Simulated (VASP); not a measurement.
# Ta (Im-3m) in VASP: notebook

The runs below take Ta through relaxation of cell and atoms, single point, with PBE.

All numbers are computed with VASP 6.6.1; they aren't measurements. Logs are shortened: lines on timing, memory, paths and dates and some standing lists are left out, and cuts for length are marked.

## 1. The cell of the first run

It takes space group Im-3m (No. 229, cubic). Conventional cell: a = 2.645 Å, b = 2.645 Å, c = 2.645 Å, α = 90.00°, β = 90.00°, γ = 90.00°. Ta (site symmetry m-3m) has 14 Ta at 2.29 to 2.65 Å within 3.0 Å.

## 2. Relaxation of cell and atoms, PBE, target pressure 480 GPa, at which the enthalpy is minimised

File INCAR:

```
SYSTEM = Ta
  PREC = Accurate
  ENCUT = 600
  EDIFF = 1E-6
  ISMEAR = -1
  SIGMA = 0.08
  LREAL = .False.
  LASPH = .True.
  NELM = 100
  ALGO = Normal
  ISIF = 3
  LWAVE = .False.
  LCHARG = .False.
  GGA = PE
  IBRION = 2
  NSW = 60
  EDIFFG = -0.005
  PSTRESS = 4800.0
```

File KPOINTS:

```
regular mesh
0
Gamma
  20 20 20
  0 0 0
```

File POSCAR:

```
Ta
1.0
   -1.3225643590      1.3225643590      1.3225643590
    1.3225643590     -1.3225643590      1.3225643590
    1.3225643590      1.3225643590     -1.3225643590
Ta
1
Direct
    0.0000000000      0.0000000000      0.0000000000
```

Potentials or basis: VASP PAW PBE potentials, release 64 (Ta_pv).

Run with:

```console
> cat potpaw_PBE.64/Ta_pv/POTCAR > POTCAR
> mpirun -np 1 vasp_std > vasp.out
```

OUTCAR:

```text
SYSTEM = Ta
   PREC = Accurate
   ENCUT = 600
   EDIFF = 1E-6
   ISMEAR = -1
   LREAL = .False.
   LASPH = .True.
   NELM = 100
   ISIF = 3
   GGA = PE
   IBRION = 2
   NSW = 60
   EDIFFG = -0.005
   PSTRESS = 4800.0

 ion  position               nearest neighbor table
   1  0.000  0.000  0.000-

  LATTYP: Found a body centered cubic cell.
 ALAT       =     2.6451287180

  Lattice vectors:

 A1 = (  -1.3225643590,   1.3225643590,   1.3225643590)
 A2 = (   1.3225643590,  -1.3225643590,   1.3225643590)
 A3 = (   1.3225643590,   1.3225643590,  -1.3225643590)

Analysis of symmetry for initial positions (statically):
=====================================================================
 Subroutine PRICEL returns:
 Original cell was already a primitive cell.

 Routine SETGRP: Setting up the symmetry group for a
 body centered cubic supercell.

 Subroutine GETGRP returns: Found 48 space group operations
 (whereof 48 operations were pure point group operations)
 out of a pool of 48 trial point group operations.

The static configuration has the point symmetry O_h .

Analysis of symmetry for dynamics (positions and initial velocities):
=====================================================================
 Subroutine PRICEL returns:
 Original cell was already a primitive cell.

 Routine SETGRP: Setting up the symmetry group for a
 body centered cubic supercell.

 Subroutine GETGRP returns: Found 48 space group operations
 (whereof 48 operations were pure point group operations)
 out of a pool of 48 trial point group operations.

The dynamic configuration has the point symmetry O_h .

 Subroutine INISYM returns: Found 48 space group operations
 (whereof 48 operations are pure point group operations),
 and found     1 'primitive' translations

----------------------------------------------------------------------------------------

                                     Primitive cell

  volume of cell :       9.2536

  direct lattice vectors                    reciprocal lattice vectors
    -1.322564359  1.322564359  1.322564359     0.000000000  0.378053436  0.378053436
     1.322564359 -1.322564359  1.322564359     0.378053436  0.000000000  0.378053436
     1.322564359  1.322564359 -1.322564359     0.378053436  0.378053436  0.000000000

  length of vectors
     2.290748666  2.290748666  2.290748666     0.534648296  0.534648296  0.534648296

  position of ions in fractional coordinates (direct lattice)
     0.000000000  0.000000000  0.000000000

  ion indices of the primitive-cell ions
   primitive index   ion index
                 1           1

----------------------------------------------------------------------------------------

 KPOINTS: regular mesh

Automatic generation of k-mesh.
 Grid dimensions read from file:
 generate k-points for:   20   20   20

 Generating k-lattice:

  Cartesian coordinates                     Fractional coordinates (reciprocal lattice)
     0.000000000  0.018902672  0.018902672     0.050000000  0.000000000  0.000000000
     0.018902672  0.000000000  0.018902672     0.000000000  0.050000000  0.000000000
     0.018902672  0.018902672  0.000000000     0.000000000  0.000000000  0.050000000

  Length of vectors
     0.026732415  0.026732415  0.026732415

  Shift w.r.t. Gamma in fractional coordinates (k-lattice)
     0.000000000  0.000000000  0.000000000

 Subroutine IBZKPT returns following result:
 ===========================================

 Found    256 irreducible k-points:

 Following reciprocal coordinates:
            Coordinates               Weight
  0.000000  0.000000  0.000000      1.000000
  0.050000  0.000000  0.000000     12.000000
  0.100000  0.000000  0.000000     12.000000
  0.150000  0.000000  0.000000     12.000000
  0.200000  0.000000  0.000000     12.000000
  0.250000  0.000000  0.000000     12.000000
[... 16 lines left out ...]
  0.200000  0.100000  0.000000     48.000000
  0.250000  0.100000  0.000000     48.000000
 [... further k-points ...]
   k-points           NKPTS =    256   k-points in BZ     NKDIM =    256   number of bands    NBANDS=      9
   number of dos      NEDOS =    301   number of ions     NIONS =      1
   total plane-waves  NPLWV =   5832
   dimension x,y,z NGX =    18 NGY =   18 NGZ =   18
   dimension x,y,z NGXF=    36 NGYF=   36 NGZF=   36
   ions per type =               1
   NGX,Y,Z   is equivalent  to a cutoff of  13.06, 13.06, 13.06 a.u.
   NGXF,Y,Z  is equivalent  to a cutoff of  26.13, 26.13, 26.13 a.u.
 SYSTEM =  Ta
   PREC   = accura    normal or accurate (medium, high low for compatibility)
   ISTART =      0    job   : 0-new  1-cont  2-samecut
   ICHARG =      2    charge: 1-file 2-atom 10-const
   ISPIN  =      1    spin polarized calculation?
   LNONCOLLINEAR =      F non collinear calculations
   LSORBIT =      F    spin-orbit coupling
   LASPH  =      T    aspherical Exc in radial PAW
   ENCUT  =  600.0 eV  44.10 Ry    6.64 a.u.   4.58  4.58  4.58*2*pi/ulx,y,z
   NELM   =    100;   NELMIN=  2; NELMDL= -5     # of ELM steps
   EDIFF  = 0.1E-05   stopping-criterion for ELM
   LREAL  =      F    real-space projection
   EDIFFG = -.5E-02   stopping-criterion for IOM
   NSW    =     60    number of steps for IOM
   IBRION =      2    ionic relax: 0-MD 1-quasi-New 2-CG
   NFREE  =      1    steps in history (QN), initial steepest desc. (CG)
   ISIF   =      3    stress and relaxation
   ISYM   =      2    0-nonsym 1-usesym 2-fastsym
   POTIM  = 0.5000    time-step for ionic-motion
   TEBEG  =    0.0;   TEEND  =   0.0 temperature during run
   PSTRESS= 4800.0 pullay stress
   NELECT =      11.0000    total number of electrons
   NUPDOWN=      -1.0000    fix difference up-down
   EMIN   =  10.00;   EMAX   =-10.00  energy-range for DOS
   EFERMI =   0.00;   METHOD = LEGACY
   ISMEAR =    -1;   SIGMA  =   0.08  broadening in eV -4-tet -1-fermi 0-gaus
   EFERMI_NEDOS =   21; number of points for ismear=-14 and -15
   IALGO  =     38    algorithm
   IMIX   =      4    mixing-type and parameters
     AMIX     =   0.40;   BMIX     =  1.00
     AMIX_MAG =   1.60;   BMIX_MAG =  1.00
  volume/ion in A,a.u.               =       9.25        62.45
  Fermi-wavevector in a.u.,A,eV,Ry     =   1.734212  3.277186 40.919414  3.007492
  Thomas-Fermi vector in A             =   2.808051
   LORBIT       =      0    0 simple, 1 ext, 2 COOP (PROOUT), +10 PAW based schemes
   GGA     = PE    functional components
   LHFCALC =     F    Hartree Fock is set to
   AEXX    =    0.0000 exact exchange contribution
   IVDW    =     0    specifies the selected vdW correction
   LEPSILON=     F    determine dielectric tensor
   LRPA    =     F    only Hartree local field effects (RPA)
 conjugate gradient relaxation of ions
 non-spin polarized calculation
  energy-cutoff  :      600.00
  volume of cell :        9.25
 maximum number of plane-waves:       321
   NGX =  9   NGY =  9   NGZ =  9

--------------------------------------- Ionic step        1  -------------------------------------------

 number of electron      10.9999998 magnetization

 Free energy of the ion-electron system (eV)
  ---------------------------------------------------
  ext. energy  EPLUGINS =         0.00000000
  ---------------------------------------------------
  free energy    TOTEN  =        -3.97788589 eV

  energy without entropy =       -3.96985092  energy(sigma->0) =       -3.97386840

------------------------ aborting loop because EDIFF is reached ----------------------------------------

  FORCE on cell =-STRESS in cart. coord.  units (eV):
  Direction    XX          YY          ZZ          XY          YZ          ZX
  --------------------------------------------------------------------------------------
  -------------------------------------------------------------------------------------
  Total       28.5030217     28.5030217     28.5030217      0.0000000     -0.0000000     -0.0000000
  in kB     4935.0442392   4935.0442392   4935.0442392      0.0000000     -0.0000000     -0.0000000
  external PRESSURE =     135.0442392 kB  Pullay stress =    4800.0000000 kB
[... 96 lines left out ...]
  enthalpy is  TOTEN    =        23.7421866516 eV   P V=       27.9523375396

--------------------------------------- Ionic step        4  -------------------------------------------

 number of electron      10.9999999 magnetization

 Free energy of the ion-electron system (eV)
  ---------------------------------------------------
  ext. energy  EPLUGINS =         0.00000000
  ---------------------------------------------------
  free energy    TOTEN  =        -4.19641573 eV

  energy without entropy =       -4.18814236  energy(sigma->0) =       -4.19227904

 E-fermi :  13.1442     XC(G=0): -16.3969

 val. band max:       13.1250616142   @ k =  -0.3000   0.5000   0.0500
 cond. band min:      13.1579504228   @ k =   0.2500   0.1500   0.0000
 fundamental gap:      0.0328888085
 Fermi energy:        13.1442393381

 k-point     1 :       0.0000    0.0000    0.0000
  band No.  band energies     occupation
      1     -17.9944      2.00000
      2     -17.9944      2.00000
      3     -17.9944      2.00000
      4       3.4931      2.00000
      5      12.1856      1.99999
      6      12.1856      1.99999
      7      12.1856      1.99999
      8      18.3021      0.00000
      9      18.3021      0.00000
[... 265 lines left out ...]
 k-point    24 :       0.2500    0.1000    0.0000
  band No.  band energies     occupation
      1     -23.3076      2.00000
      2     -19.7323      2.00000
      3     -18.4253      2.00000
      4       6.1960      2.00000
      5       8.7992      2.00000
      6      13.2255      0.53168
      7      17.3718      0.00000
      8      20.3733      0.00000
      9      22.2219      0.00000

 [... further k-points ...]

------------------------ aborting loop because EDIFF is reached ----------------------------------------

  FORCE on cell =-STRESS in cart. coord.  units (eV):
  Direction    XX          YY          ZZ          XY          YZ          ZX
  --------------------------------------------------------------------------------------
  -------------------------------------------------------------------------------------
  Total       27.9361359     27.9361359     27.9361359      0.0000000      0.0000000     -0.0000000
  in kB     4799.5785733   4799.5785733   4799.5785733      0.0000000      0.0000000     -0.0000000
  external PRESSURE =      -0.4214267 kB  Pullay stress =    4800.0000000 kB
[... 16 lines left out ...]
  FREE ENERGIE OF THE ION-ELECTRON SYSTEM (eV)
  ---------------------------------------------------
  free  energy   TOTEN  =        -4.1964157302 eV

  energy  without entropy=       -4.1881423570  energy(sigma->0) =       -4.19227904

  enthalpy is  TOTEN    =        23.7421730855 eV   P V=       27.9385888157

 reached required accuracy - stopping structural energy minimisation
```

Run time: 23 s. Hardware: 1 thread of Intel Xeon 6975P-C (Granite Rapids), shared host; peak memory 0.14 GiB.

What came out:

```
Free energy                                            : -4.1964 eV
Relaxed volume                                         : 9.33 Å³/atom
Relaxed cell                                           : a = 2.297 Å, b = 2.297 Å, c = 2.297 Å, α = 109.47°, β = 109.47°, γ = 109.47°
Space group after relaxing (to 0.05 Å)                 : Im-3m (No. 229)
Energy change on relaxing (the enthalpy is what falls) : -218.5 meV/atom
Ionic steps                                            : 4
Pressure after relaxing                                : 480.0 GPa
```

Step by step:
```
step  energy change (eV)  largest force (eV/Å)  pressure (GPa)  volume (Å³)
   1              0.0000                0.0000          493.50         9.25
   2             -2.7355                0.0000          327.18        10.34
   3             -0.2323                0.0000          479.15         9.33
   4             -0.2185                0.0000          479.96         9.33
```

Final structure:
```
Ta
1.0
    -1.32598    1.32598    1.32598
     1.32598   -1.32598    1.32598
     1.32598    1.32598   -1.32598
Ta
1
Direct
  0.00000 0.00000 0.00000
```

Caveat: the cell is relaxed towards a set pressure, so the enthalpy falls and the energy may rise; spin-orbit coupling is left out, which moves the levels of the heavy elements.

(Part 1 of 2 ends here.)
